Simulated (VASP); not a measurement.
Runs of VASP 6.6.1 on Ta4N. The structure is that of space group P-43m (No. 215), or close to it. The cells are those of the table. 

```tsv
task	spin	cell	k mesh	cutoff (eV)	gap on the mesh (eV)	pressure (GPa)	moment (μB)	relaxed volume (Å³/atom)	largest force (eV/Å)
single point	collinear, ferromagnetic start	a = 4.561 Å, 5 atoms	4 × 4 × 4	520	none	-8.6	0.00	-	2.51
relaxation of cell and atoms	off	relaxed from a = 4.407 Å, 5 atoms	8 × 8 × 8	600	none	0.0	-	(a)	0.01
single point	off	a = 4.407 Å, 5 atoms	4 × 4 × 4	520	none	0.1	-	-	0.01
single point	off	a = 4.402 Å, 5 atoms	8 × 8 × 8	520	none	0.3	-	-	(b)
relaxation of cell and atoms	off	relaxed from a = 4.561 Å, 5 atoms	4 × 4 × 4	600	none	-0.2	-	17.14	0.01
single point	off	a = 4.561 Å, 5 atoms	4 × 4 × 4	520	none	-8.7	-	-	2.51
single point	collinear, ferromagnetic start	a = 4.407 Å, 5 atoms	4 × 4 × 4	520	none	0.1	0.00	-	0.01
```

Alike in all rows: level PBE; potentials or basis VASP PAW PBE potentials, release 64 (Ta_pv, N); smearing gaussian 0.1 eV.

Q: Estimate the missing entries.

A: (a) 17.07; (b) 0.07.

Caveats: spin-orbit coupling is left out, which moves the levels of the heavy elements; forces of over 1 eV/Å act on the atoms, so gaps and moduli don't describe the material at rest (some runs).

A k mesh can miss the band edges, and the runs leave out spin-orbit coupling on Ta.

A gap of «none» marks levels without a gap at the run's occupations.
